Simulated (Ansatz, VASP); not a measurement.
Two plane-wave programs on Al2H

```
CELL_PARAMETERS angstrom
0.00000 2.64696 3.95400
2.64086 0.00000 3.95400
2.64086 2.64696 0.00000
ATOMIC_POSITIONS crystal
Al 0.71538 0.71538 0.28462
Al 0.28462 0.28462 0.71538
H 0.50000 0.50000 0.50000
```

Alike in both runs: functional PBE; k mesh 6 × 6 × 6; occupations gaussian, width 0.2 eV; no spin polarisation.

Ansatz relaxed the structure, and its values are those at the end. VASP's run is a single point on that final structure, the one shown.

|  | VASP | Ansatz |
| --- | --- | --- |
| version | VASP 6.6.1 | Ansatz 0.2.0 |
| potentials or method | VASP PAW PBE potentials, release 64 (Al, H), cutoff 500 eV | scalar-relativistic, plane waves, PAW |
| valence electrons in the cell | 7 | 7 |

```csv
,VASP,Ansatz,Ansatz less VASP
gap on the k mesh at the Fermi level (eV),none,none,-
pressure (GPa),0.6,0.7,+0.07
rms of the force components (eV/Å),0.001,0.003,+0.0025
```

A gap of «none» marks a metal or a gap that the smearing closes.
